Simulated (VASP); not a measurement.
Set up this calculation in VASP 6.6.1, as the native input.

```
Task                   : single point
Functional             : PBE
Potentials or basis    : VASP PAW PBE potentials, release 64 (Sb, P)
Cutoff                 : 520 eV
k mesh                 : 4 × 4 × 4
Occupations            : gaussian, width 0.1 eV
Spin                   : no spin polarisation
Dipole correction      : no
Further INCAR settings : ALGO = Normal; EDIFF = 1e-06; NBANDS = 18
```

The structure of Sb3P lies in POSCAR:

```
Sb3P
1.0
    4.6189793547      0.0000000000      0.0000000000
    0.0000000000      4.6189793547      0.0000000000
    0.0000000000      0.0000000000      4.6189793547
Sb P
3 1
Direct
    0.0000000000      0.5000000000      0.5000000000
    0.5000000000      0.0000000000      0.5000000000
    0.5000000000      0.5000000000      0.0000000000
    0.0000000000      0.0000000000      0.0000000000
```

The input as run:

INCAR

```
SYSTEM = Sb3P
PREC = Accurate ; ENCUT = 520
EDIFF = 1E-6 ; ISMEAR = 0
SIGMA = 0.1 ; LREAL = .False.
LASPH = .True. ; NELM = 80
ALGO = Normal ; ISIF = 2
LWAVE = .False. ; LCHARG = .False.
GGA = PE ; NBANDS = 18
```

KPOINTS

```
Automatic mesh
0
Gamma
  4 4 4
  0 0 0
```

Potentials or basis: VASP PAW PBE potentials, release 64 (Sb, P).

The run is started by

```console
$ cat potpaw_PBE.64/Sb/POTCAR potpaw_PBE.64/P/POTCAR > POTCAR
$ mpirun -np 1 vasp_std > vasp.out
```

It gave:

```yaml
Pressure: -0.1 GPa
Band_gap_on_the_k_mesh: zero (bands 10 and 11 overlap by 3.66 eV)
```

Caveat: spin-orbit coupling is left out, which moves the levels of the heavy elements.

It took 12 s on 1 thread of Intel(R) Xeon(R) 6975P-C (Granite Rapids) (shared host), peak memory 0.2 GiB.
